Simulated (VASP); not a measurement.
Wanted: the native input for a VASP 6.6.1 run.

| Property | Result |
| --- | --- |
| Task | single point |
| Functional | r2SCAN |
| Potentials or basis | VASP PAW PBE potentials, release 64 (Mg_sv, O) |
| Cutoff | 920 eV |
| k mesh | 6 × 6 × 6 |
| Occupations | gaussian, width 0.05 eV |
| Spin | no spin polarisation |
| Dipole correction | no |
| Further INCAR settings | ALGO = Normal; EDIFF = 1e-06; NBANDS = 24 |

Crystal: MgO.

```
Mg O
1.0
     3.48410    0.00000    0.00000
    -1.74205    3.01732    0.00000
     0.00000    0.00000    4.18569
Mg O
2 2
Direct
  0.66667 0.33333 0.75000
  0.33333 0.66667 0.25000
  0.67524 0.30990 0.25000
  0.33333 0.66667 0.75000
```

This cell differs from its parent crystal: atom 3 (O) moved +0.100 Å along Cartesian [1 -1 0].

These files were run (other wordings do the same):

POSCAR

```
MgO
1.0
    3.4841042127      0.0000000000      0.0000000000
   -1.7420521064      3.0173227576      0.0000000000
    0.0000000000      0.0000000000      4.1856875957
Mg O
2 2
Direct
    0.6666666667      0.3333333333      0.7500000000
    0.3333333333      0.6666666667      0.2500000000
    0.6752444380      0.3098984264      0.2500000000
    0.3333333333      0.6666666667      0.7500000000
```

INCAR.step1

```
SYSTEM = MgO
ALGO = Normal ; EDIFF = 1E-5
ENCUT = 920 ; GGA = PE
GGA_COMPAT = .False. ; ISMEAR = 0
LASPH = .True. ; LCHARG = .False.
LREAL = .False. ; LWAVE = .True.
NBANDS = 24 ; NELM = 120
PREC = Accurate ; SIGMA = 0.05
```

INCAR.step2

```
SYSTEM = MgO
ALGO = Normal ; EDIFF = 1E-6
ENCUT = 920 ; GGA_COMPAT = .False.
ISIF = 2 ; ISMEAR = 0
ISTART = 1 ; LASPH = .True.
LCHARG = .False. ; LMIXTAU = .True.
LREAL = .False. ; LWAVE = .False.
METAGGA = R2SCAN ; NBANDS = 24
NELM = 120 ; PREC = Accurate
SIGMA = 0.05
```

KPOINTS

```
k-points
0
Gamma
  6 6 6
  0 0 0
```

Potentials or basis: VASP PAW PBE potentials, release 64 (Mg_sv, O).

Launch:

```sh
$ cat potpaw_PBE.64/Mg_sv/POTCAR potpaw_PBE.64/O/POTCAR > POTCAR
$ cp INCAR.step1 INCAR
$ mpirun -np 1 vasp_std > vasp.out
$ cp INCAR.step2 INCAR
$ mpirun -np 1 vasp_std > vasp.out
```

It gave:

* Pressure: 1.0 GPa
* Largest force: 1.032 eV/Å
* Band gap on the k mesh: 4.08 eV

Caveat: the cell differs from its parent crystal (atom 3 (O) moved +0.100 Å along Cartesian [1 -1 0]); the PAW data sets were made with another functional, which shifts forces and pressure a little.

Wall time 18 min on 1 thread of AMD EPYC 7R43 64-Core Processor (Zen 3), on a shared host, peak memory 0.3 GiB.
